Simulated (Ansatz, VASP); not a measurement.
**One calculation of Al3Cu, two programs**

```
CELL_PARAMETERS angstrom
4.16757 0.00000 0.00000
0.00000 4.16757 0.00000
0.00000 0.00000 3.47408
ATOMIC_POSITIONS crystal
Al 0.00000 0.50000 0.50000
Al 0.50000 0.00000 0.50000
Al 0.50000 0.50000 0.00000
Cu 0.00000 0.00000 0.00000
```

Alike in both runs: task single point; functional LDA; k mesh 12 × 12 × 12; occupations gaussian, width 0.15 eV; no spin polarisation.

|  | VASP | Ansatz |
| --- | --- | --- |
| version | VASP 6.6.1 | Ansatz 0.2.0 |
| potentials or method | VASP PAW LDA potentials, release 64 (Al, Cu), cutoff 520 eV | scalar-relativistic, plane waves, PAW |
| valence electrons in the cell | 20 | 28 |

VASP gave:

| Item | Value |
| --- | --- |
| gap on the k mesh at the Fermi level (eV) | none |
| pressure (GPa) | -3.8 |
| traceless stress, the component that is largest in VASP (GPa) | 4.41 |

Task: What did Ansatz give for the same quantities?

Result: gap on the k mesh at the Fermi level (eV): none; pressure (GPa): -4.0; traceless stress, the component that is largest in VASP (GPa): 4.43.

Ansatz warns that its potentials were made for another functional, while VASP's fit it. LDA's correlation is that of Perdew and Zunger in VASP and of Perdew and Wang (1992) in Ansatz. A gap of «none» marks a metal or a gap that the smearing closes. VASP's potentials hold 20 valence electrons a cell and Ansatz's 28, so a difference there can come from the potentials and not from the codes.
